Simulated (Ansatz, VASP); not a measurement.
C in VASP and in Ansatz

```xyz
2
Lattice="0.0000 1.7800 1.7800 1.7800 0.0000 1.7800 1.7800 1.7800 0.0000" Properties=species:S:1:pos:R:3 pbc="T T T"
C     0.0000    0.0000    0.0000
C     0.8900    0.8900    0.8900
```

Alike in both runs: task single point; functional LDA; k mesh 8 × 8 × 8; occupations gaussian, width 0.1 eV; no spin polarisation.

|  | VASP | Ansatz |
| --- | --- | --- |
| version | VASP 6.6.1 | Ansatz 0.2.0 |
| potentials or method | VASP PAW LDA potentials, release 64 (C), cutoff 600 eV | scalar-relativistic, plane waves, PAW |
| valence electrons in the cell | 8 | 8 |

|  | VASP | Ansatz | Ansatz less VASP |
| --- | --- | --- | --- |
| gap on the k mesh at the Fermi level (eV) | 4.11 | 4.12 | +0.005 |
| least direct gap on the mesh (eV) | 5.56 | 5.56 | -0.003 |
| pressure (GPa) | -9.9 | -10.7 | -0.74 |

LDA's correlation is that of Perdew and Zunger in VASP and of Perdew and Wang (1992) in Ansatz.
